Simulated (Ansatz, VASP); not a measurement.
## One calculation of WS2, two programs

The input INCAR:

```
  ALGO = Normal
  EDIFF = 1E-8
  ENCUT = 520
  GGA = PS
  ISIF = 2
  ISMEAR = -1
  LASPH = True
  LCHARG = False
  LEFG = True
  LREAL = False
  LWAVE = False
  NBANDS = 20
  NELM = 100
  PREC = Accurate
  SIGMA = 0.03
```

The input KPOINTS:

```
k-points
0
Gamma
  15 15 15
```

POSCAR

```
WS2
1.0
    1.5842462713      0.9146650112      6.1838063298
   -1.5842462713      0.9146650112      6.1838063298
    0.0000000000     -1.8293300223      6.1838063298
W S
1 2
Direct
    0.0000000000      0.0000000000      0.0000000000
    0.7503000000      0.7503000000      0.7503000000
    0.5810000000      0.5810000000      0.5810000000
```

Input for Ansatz:

```yaml
crystal:
  lattice:
    - [1.5842462713, 0.9146650112, 6.1838063298]
    - [-1.5842462713, 0.9146650112, 6.1838063298]
    - [0.0, -1.8293300223, 6.1838063298]
  atoms:
    - { symbol: W, position: [0.0, 0.0, 0.0] }
    - { symbol: S, position: [0.7503, 0.7503, 0.7503] }
    - { symbol: S, position: [0.581, 0.581, 0.581] }
kpoints:
  mp_grid: { grid: [15, 15, 15] }
scf:
  occupations: { method: fermi_dirac, width: 0.03 }
hamiltonian:
  xc: pbesol
  pseudopotentials: { kind: paw }
output:
  forces: true
  stress: true
  eigenvalues: true
  efg: { contact_densities: true }
  write_density: true
  write_potential: true
  elf: true
  volumetric_format: npy
```

Change from the starting cell: volume scaled by 1.01, PAW files.

Alike in both runs: task electric field gradients; functional PBEsol; k mesh 15 × 15 × 15; occupations fermi-dirac, width 0.03 eV; no spin polarisation.

```csv
,VASP,Ansatz
version,VASP 6.6.1,Ansatz 0.2.0
potentials or method,"VASP PAW PBE potentials, release 64 (W_sv, S)","PAW with Ansatz's default frozen-core files, scalar-relativistic"
plane-wave cutoff (eV),520,420
valence electrons in the cell,26,26
```

```csv
,VASP,Ansatz,Ansatz less VASP
pressure (GPa),-2.1,-2.3,-0.11
"traceless stress, the component that is largest in VASP (GPa)",0.61,0.59,-0.027
rms of the force components (eV/Å),0.262,0.265,+0.0032
size of Vzz on the site where it differs most (V/Å²),152.2,171.0,+18.87
```

VASP's potentials were made for PBE, not for PBEsol. Atom by atom the forces differ by 0.010 eV/Å (rms over components).

Spin-orbit coupling is off throughout.
